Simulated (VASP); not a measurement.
A run of VASP 6.6.1:

The input INCAR:

```
ALGO = Normal ; EDIFF = 1E-6
ENCUT = 520 ; GGA = PE
ISIF = 2 ; ISMEAR = -1
ISYM = 0 ; LASPH = True
LCHARG = False ; LREAL = Auto
LWAVE = False ; NBANDS = 58
NELM = 60 ; PREC = Accurate
SIGMA = 0.3447
```

Contents of KPOINTS:

```
Automatic mesh
0
Gamma
  1 1 1
  0.25 0.25 0.25
```

Contents of POSCAR:

```
B10P11
1.0
    6.7375240000     -0.0512470000     -0.0676870000
   -0.0512470000      6.6043020000     -0.1135400000
   -0.0676870000     -0.1135400000      6.5427870000
B P
10 11
Direct
    0.1733402799      1.2445465226      0.4657470426
    0.1620506414      0.2010853023      0.7267875214
    0.3546814176     -0.1014732905      0.1356208056
   -0.2010895433      0.8359327858      0.6182033223
    0.4897944493      0.3952369907      0.4902144797
    0.3425003023      0.5516047806     -0.3708257621
    0.5688853575      0.6596115281      0.4942845359
   -0.2080797900      0.6515433498     -0.0367754697
    1.1969003745      0.4725578188     -0.1405760557
    0.1720118750      0.7041593960      0.4710517438
   -0.0043214002     -0.0208377236      0.7916931397
    0.2508555687      0.4399251381      0.2754084400
    0.6686250903      0.3860663111     -0.0900785559
    0.5870710391      0.0748184129      0.1163886215
    0.8884490058      0.9166488204      0.1367913635
    0.3414544074      0.6957322052      0.9065710773
    0.7615175749      0.2775971172      0.3837652390
    0.3544315111      0.0909985055      0.9025723099
    0.6537230789      0.5198071783      0.2489011886
    0.9518895334      0.6176089621      0.6119043564
    0.1433803540      0.9948581172      0.3489751656
```

Potentials or basis: VASP PAW PBE potentials, release 64 (B, P).

Launch:

```console
$ cat potpaw_PBE.64/B/POTCAR potpaw_PBE.64/P/POTCAR > POTCAR
$ mpirun -np 1 vasp_std > vasp.out
```

Hardware: 1 thread of Intel(R) Xeon(R) 6975P-C (Granite Rapids), with other jobs on the host.

Estimate the wall time of this run.

Run time: 26 s on 1 thread of Intel(R) Xeon(R) 6975P-C (Granite Rapids), with other jobs on the host, peak memory 0.32 GiB. Counts: scf iterations 16, k points 1.
